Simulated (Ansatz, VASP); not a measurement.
**AlN: VASP beside Ansatz**

The input INCAR:

```
ALGO     = Normal         # electronic algorithm
EDIFF    = 1E-7           # SCF threshold, eV
ENCUT    = 520            # plane-wave cutoff, eV
GGA      = PE             # functional
ISIF     = 2              # what is computed and relaxed
ISMEAR   = 0              # smearing method
LASPH    = True           # aspherical terms in the spheres
LCHARG   = False          # write CHGCAR
LREAL    = False          # projectors in reciprocal space
LWAVE    = False          # write WAVECAR
NBANDS   = 26             # bands
NELM     = 60             # most SCF steps
PREC     = Accurate       # precision mode
SIGMA    = 0.05           # smearing width, eV
```

File KPOINTS:

```
k-points
0
Gamma
  6 6 6
```

File POSCAR:

```
AlN
1.0
    4.4025164325      0.0000000000      0.0000000000
    0.0000000000     -4.4025164325      0.0000000000
    0.0000000000      0.0000000000     -4.4025164325
Al N
4 4
Direct
   -0.0607121785     -0.0572399908     -0.0607121785
    0.5000000000      0.5000000000      0.0000000000
    0.5000000000      0.0000000000      0.5000000000
    0.0000000000      0.5000000000      0.5000000000
    0.7500000000      0.7500000000      0.7500000000
    0.2500000000      0.2500000000      0.7500000000
    0.2500000000      0.7500000000      0.2500000000
    0.7500000000      0.2500000000      0.2500000000
```

Input for Ansatz:

```yaml
crystal:
  lattice:
    - [4.4025164325, 0.0, 0.0]
    - [0.0, -4.4025164325, 0.0]
    - [0.0, 0.0, -4.4025164325]
  atoms:
    - { symbol: Al, position: [-0.0607121785, -0.0572399908, -0.0607121785] }
    - { symbol: Al, position: [0.5, 0.5, 0.0] }
    - { symbol: Al, position: [0.5, 0.0, 0.5] }
    - { symbol: Al, position: [0.0, 0.5, 0.5] }
    - { symbol: "N", position: [0.75, 0.75, 0.75] }
    - { symbol: "N", position: [0.25, 0.25, 0.75] }
    - { symbol: "N", position: [0.25, 0.75, 0.25] }
    - { symbol: "N", position: [0.75, 0.25, 0.25] }
basis:
  ecutwfc: 420
kpoints:
  mp_grid: { grid: [6, 6, 6] }
hamiltonian:
  xc: pbe
  pseudopotentials: { kind: paw, azcp: { folder: soft_1 } }
scf:
  occupations: { method: gaussian, width: 0.05 }
output:
  forces: true
  stress: true
  eigenvalues: true
```

Alike in both runs: task single point; functional PBE; k mesh 6 × 6 × 6; occupations gaussian, width 0.05 eV; no spin polarisation.

```csv
,VASP,Ansatz
version,VASP 6.6.1,Ansatz 0.2.0
potentials or method,"VASP PAW PBE potentials, release 64 (Al, N), cutoff 520 eV","scalar-relativistic, plane waves, PAW"
valence electrons in the cell,32,32
```

|  | VASP | Ansatz | Ansatz less VASP |
| --- | --- | --- | --- |
| gap on the k mesh at the Fermi level (eV) | 2.36 | 2.36 | +0.004 |
| least direct gap on the mesh (eV) | 2.38 | 2.39 | +0.006 |
| pressure (GPa) | 12.4 | 12.5 | +0.10 |
| traceless stress, the component that is largest in VASP (GPa) | 14.72 | 14.67 | -0.057 |
| rms of the force components (eV/Å) | 5.749 | 5.736 | -0.0134 |

Atom by atom the forces differ by 0.015 eV/Å (rms over components).
